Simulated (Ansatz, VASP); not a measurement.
# One calculation of Be2Se3, two programs

```
Be Se
1.0
     2.74299   -2.66861    0.00000
     2.74299    2.66861    0.00000
    -1.39344    0.00000    5.48856
Be Se
2 3
Direct
  0.19130 0.19130 0.79890
  0.80870 0.80870 0.20110
  0.70110 0.70110 0.73850
  0.29890 0.29890 0.26150
  0.50000 0.50000 0.50000
```

Change from the starting cell: species swapped into the Mg2C3 type (C2/m, No. 12).

Alike in both runs: task single point; functional PBE; k mesh 4 × 4 × 4; occupations gaussian, width 0.1 eV; no spin polarisation.

|  | VASP | Ansatz |
| --- | --- | --- |
| version | VASP 6.6.1 | Ansatz 0.2.0 |
| potentials or method | VASP PAW PBE potentials, release 64 (Be, Se), cutoff 520 eV | scalar-relativistic, plane waves, PAW |
| valence electrons in the cell | 22 | 52 |

Ansatz gave:

| Quantity | Value |
| --- | --- |
| gap on the k mesh at the Fermi level (eV) | none |
| rms of the force components (eV/Å) | 23.867 |

**Question.** Estimate VASP's values.

**Answer.** gap on the k mesh at the Fermi level (eV): none; rms of the force components (eV/Å): 28.296.

Atom by atom the forces differ by 4.429 eV/Å (rms over components). A gap of «none» marks a metal or a gap that the smearing closes. VASP's potentials hold 22 valence electrons a cell and Ansatz's 52, so a difference there can come from the potentials and not from the codes.

The k mesh is coarse, so the values compare programs but aren't converged.
